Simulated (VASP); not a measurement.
Runs of VASP 6.6.1 on Ni. The structure is that of space group Fm-3m (No. 225), or close to it. The cells are those of the table. 

```csv
task,cell,gap on the mesh (eV),pressure (GPa),moment (μB)
electric field gradients,"a = 2.538, b = 2.538, c = 2.500 Å, angles 60.5, 60.5, 59.0°, 1 atom",none,-23.3,(b)
electric field gradients,"a = 2.513 Å, angles 59.3°, 1 atom",none,-19.2,0.61
single point,"a = 2.538 Å, angles 58.0°, 1 atom",none,-18.7,0.61
electric field gradients,"a = 2.488 Å, angles 60.7°, 1 atom",none,-19.2,0.61
electric field gradients,"a = 2.513, b = 2.513, c = 2.525 Å, angles 59.8, 59.8, 60.3°, 1 atom",none,-22.1,0.61
single point,"a = 2.476 Å, angles 61.3°, 1 atom",none,(a),0.61
```

Alike in all rows: level LDA; potentials or basis VASP PAW LDA potentials, release 64 (Ni); spin collinear, ferromagnetic start; k mesh 20 × 20 × 20; cutoff (eV) 520; smearing fermi-dirac 0.05 eV.

Problem. Estimate the missing entries.

Solution. (a) -19.0; (b) 0.62.

Caveats: the cell stands under tension.

A gap of «none» marks levels without a gap at the run's occupations.
